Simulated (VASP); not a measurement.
A run of VASP 6.6.1 is set up as follows.

File INCAR:

```
SYSTEM = BaTiO3
PREC     = Accurate       ! precision mode
ENCUT    = 1340           ! plane-wave cutoff, eV
EDIFF    = 1E-6           ! SCF threshold, eV
ISMEAR   = -1             ! smearing method
SIGMA    = 0.05           ! smearing width, eV
LREAL    = .FALSE.        ! projectors in reciprocal space
LASPH    = .TRUE.         ! aspherical terms in the spheres
NELM     = 120            ! most SCF steps
ALGO     = Normal         ! electronic algorithm
ISIF     = 2              ! what is computed and relaxed
LWAVE    = .FALSE.        ! write WAVECAR
LCHARG   = .FALSE.        ! write CHGCAR
GGA      = PE             ! functional
NBANDS   = 28             ! bands
GGA_COMPAT= .FALSE.
```

Contents of KPOINTS:

```
regular mesh
0
G
  6 5 6
  0 0 0
```

File POSCAR:

```
BaTiO3
1.0
    3.7267883628     -0.4032809600      0.0223674800
   -0.2680959586      3.2740519034      3.1100811900
    0.3026585042     -2.7521250348      2.5899183700
Ba Ti O
1 1 3
Direct
    0.0036372600      0.9972694200      0.9985015400
    0.5002452300      0.5116078500      0.5101821300
    0.9983542100      0.4928168200      0.4950359800
    0.4999067000      0.5015397800      0.9945381500
    0.4978566000      0.9929861300      0.4979621900
```

Potentials or basis: VASP PAW PBE potentials, release 64 (Ba_sv, Ti_sv, O_h).

The run is started by

```sh
$ cat potpaw_PBE.64/Ba_sv/POTCAR potpaw_PBE.64/Ti_sv/POTCAR potpaw_PBE.64/O_h/POTCAR > POTCAR
$ mpirun -np 1 vasp_std > vasp.out
```

(1) Estimate the largest force.

(2) Estimate the pressure.

(3) What does it give for the band gap on the k mesh?

## Answers

(1) 0.745 eV/Å.

(2) 19.5 GPa.

(3) 0.58 eV (least direct gap 0.71 eV).

Caveat: the stress differs along the axes, from 8 to 33 GPa; spin-orbit coupling is left out, which moves the levels of the heavy elements.
